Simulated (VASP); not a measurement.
Write the native input for VASP 6.6.1 that does the following.

- Task: single point
- Functional: PBE
- Potentials or basis: VASP PAW PBE potentials, release 64 (Rh_pv)
- Cutoff: 520 eV
- k mesh: 13 × 13 × 10
- Occupations: fermi-dirac, width 0.05 eV
- Spin: no spin polarisation
- Dipole correction: no
- Further INCAR settings: ALGO = Normal; EDIFF = 1e-06; NBANDS = 22

The structure of Rh lies in POSCAR:

```
Rh
1.0
    1.9152057761      1.9152057761      0.0000000000
   -1.9152057761      1.9152057761      0.0000000000
    0.0000000000      0.0000000000      3.8304115522
Rh
2
Direct
    0.0000000000      0.0000000000      0.0000000000
    0.5000000000      0.5000000000      0.5000000000
```

These files were run (other wordings do the same):

INCAR

```
SYSTEM = Rh
ALGO = Normal
EDIFF = 1E-6
ENCUT = 520
GGA = PE
ISIF = 2
ISMEAR = -1
LASPH = .TRUE.
LCHARG = .FALSE.
LREAL = .FALSE.
LWAVE = .FALSE.
NBANDS = 22
NELM = 100
PREC = Accurate
SIGMA = 0.05
```

KPOINTS

```
k-points
0
G
  13 13 10
  0 0 0
```

Potentials or basis: VASP PAW PBE potentials, release 64 (Rh_pv).

Launch:

```console
$ cat potpaw_PBE.64/Rh_pv/POTCAR > POTCAR
$ mpirun -np 1 vasp_std > vasp.out
```

It gave:

```yaml
Pressure: 0.0 GPa
Band_gap_on_the_k_mesh: zero (bands 15 and 16 overlap by 2.27 eV)
```

Wall time 26 s on 1 thread of AMD EPYC 9R45 96-Core Processor (Zen 5) (shared host), peak memory 0.16 GiB.
